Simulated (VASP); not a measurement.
Write the native input for VASP 6.6.1 that does the following.

| Property | Result |
| --- | --- |
| Task | relaxation of cell and atoms |
| Functional | PBE |
| Potentials or basis | VASP PAW PBE potentials, release 64 (Al, Ga_d, As) |
| Cutoff | 600 eV |
| k mesh | 4 × 4 × 2 |
| Occupations | gaussian, width 0.1 eV |
| Spin | no spin polarisation |
| Dipole correction | no |
| Further INCAR settings | ALGO = Normal; EDIFF = 1e-06; IBRION = 2; EDIFFG = -0.04; NSW = 90; ISIF = 3 |

The structure of AlGa3As4 lies in POSCAR:

```
AlGa3As4
1.0
    3.8919921500      0.0000000000      0.0000000000
    0.0000000000      3.8919921500      0.0000000000
    0.0000000000      0.0000000000     11.0082161600
Al Ga As
1 3 4
Direct
    0.5000000000      0.5000000000      0.5000000000
    0.0000000000      0.0000000000      0.7500000000
    0.5000000000      0.5000000000      0.0000000000
    0.0000000000      0.0000000000      0.2500000000
    0.5000000000      0.0000000000      0.8750000000
    0.0000000000      0.5000000000      0.1250000000
    0.5000000000      0.0000000000      0.3750000000
    0.0000000000      0.5000000000      0.6250000000
```

These files were run (other wordings do the same):

INCAR

```
SYSTEM = AlGa3As4
PREC = Accurate
ENCUT = 600
EDIFF = 1E-6
ISMEAR = 0
SIGMA = 0.1
LREAL = .False.
LASPH = .True.
NELM = 80
ALGO = Normal
ISIF = 3
LWAVE = .False.
LCHARG = .False.
GGA = PE
IBRION = 2
NSW = 90
EDIFFG = -0.04
```

KPOINTS

```
regular mesh
0
Gamma
  4 4 2
  0 0 0
```

Potentials or basis: VASP PAW PBE potentials, release 64 (Al, Ga_d, As).

Command:

```console
$ cat potpaw_PBE.64/Al/POTCAR potpaw_PBE.64/Ga_d/POTCAR potpaw_PBE.64/As/POTCAR > POTCAR
$ mpirun -np 1 vasp_std > vasp.out
```

Results of the run:

```
Relaxed volume                        : 23.67 Å³/atom
Relaxed cell                          : a = 4.081 Å, b = 4.081 Å, c = 11.369 Å, α = 90.00°, β = 90.00°, γ = 90.00°
Space group after relaxing (to 0.1 Å) : P-4m2 (No. 115)
Energy gained by relaxing             : 88.3 meV/atom
Ionic steps                           : 6
Pressure after relaxing               : 0.1 GPa
Largest force after relaxing          : 0.031 eV/Å
Band gap on the k mesh                : 0.49 eV
```

It took 8.4 min on 1 thread of Intel Xeon 8259CL, with other jobs on the host, peak memory 0.35 GiB.
